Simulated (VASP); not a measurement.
Crystal: H.

```
H
1.0
     1.97019    0.00000    0.00000
    -0.98510    1.70624    0.00000
     0.00000    0.00000    1.94207
H
2
Cartesian
  0.0000 1.1375 0.4855
  0.9851 0.5687 1.4566
```

This cell differs from its parent crystal: volume scaled by 1.06.

Base run:

| Item | Value |
| --- | --- |
| Program | VASP 6.6.1 |
| Functional | PBE |
| Potentials or basis | VASP PAW PBE potentials, release 64 (H) |
| Cutoff | 520 eV |
| k mesh | 17 × 17 × 9 |
| Occupations | fermi-dirac, width 0.05 eV |
| Spin | no spin polarisation |

Its results: band gap on the k mesh zero (band 1 reaches 5.98 eV, above the bottom of band 2 at -1.41 eV); pressure -5.8 GPa.

Problem. The run is repeated on the same cell with these changes: cutoff from 520 eV to 400 eV. What comes out?

Solution. Band gap on the k mesh zero (band 1 reaches 5.99 eV, above the bottom of band 2 at -1.40 eV); pressure -7.3 GPa.
